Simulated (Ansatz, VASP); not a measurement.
**Two plane-wave programs on C**

POSCAR

```
C
1.0
    1.2626367005      0.7289836389      3.1660346996
   -1.2626367005      0.7289836389      3.1660346996
    0.0000000000     -1.4579672778      3.1660346996
C
2
Direct
    0.1640000000      0.1640000000      0.1640000000
    0.8360000000      0.8360000000      0.8360000000
```

File INCAR.step1:

```
SYSTEM = C
PREC = Accurate
ENCUT = 520
ISMEAR = 0
SIGMA = 0.05
LREAL = .False.
LASPH = .True.
NELM = 60
NBANDS = 11
GGA = PE
ALGO = Normal
EDIFF = 1E-4
LWAVE = .True.
LCHARG = .False.
```

The input INCAR.step2:

```
SYSTEM = C
PREC = Accurate
ENCUT = 520
EDIFF = 1E-6
ISMEAR = 0
SIGMA = 0.05
LREAL = .False.
LASPH = .True.
NELM = 60
ALGO = Normal
ISIF = 2
LWAVE = .False.
LCHARG = .True.
METAGGA = R2SCAN
LMIXTAU = .True.
LELF = .True.
LVHAR = .True.
NBANDS = 11
ISTART = 1
```

File KPOINTS:

```
regular mesh
0
Gamma
  12 12 12
  0 0 0
```

Input for Ansatz:

```yaml
crystal:
  lattice:
    - [1.2626367005, 0.7289836389, 3.1660346996]
    - [-1.2626367005, 0.7289836389, 3.1660346996]
    - [0.0, -1.4579672778, 3.1660346996]
  atoms:
    - { symbol: C, position: [0.164, 0.164, 0.164] }
    - { symbol: C, position: [0.836, 0.836, 0.836] }
basis:
  ecutwfc: 500
kpoints:
  mp_grid: { grid: [12, 12, 12] }
hamiltonian:
  xc: r2scan
scf:
  occupations: { method: gaussian, width: 0.05 }
output:
  forces: true
  stress: true
  eigenvalues: true
  write_density: true
  write_potential: true
  elf: true
  volumetric_format: npy
```

Alike in both runs: task single point; functional r2SCAN; k mesh 12 × 12 × 12; occupations gaussian, width 0.05 eV; no spin polarisation.

```csv
,VASP,Ansatz
version,VASP 6.6.1,Ansatz 0.2.0
potentials or method,"VASP PAW PBE potentials, release 64 (C), cutoff 520 eV","scalar-relativistic, plane waves, PAW"
valence electrons in the cell,8,8
```

|  | VASP | Ansatz | Ansatz less VASP |
| --- | --- | --- | --- |
| gap on the k mesh at the Fermi level (eV) | 1.09 | 1.09 | +0.001 |
| least direct gap on the mesh (eV) | 1.09 | 1.09 | +0.001 |
| pressure (GPa) | -20.5 | -21.2 | -0.65 |
| traceless stress, the component that is largest in VASP (GPa) | 24.75 | 25.48 | +0.729 |
| rms of the force components (eV/Å) | 0.470 | 0.474 | +0.0047 |

VASP's potentials were made for PBE, not for r2SCAN. Atom by atom the forces differ by 0.005 eV/Å (rms over components).
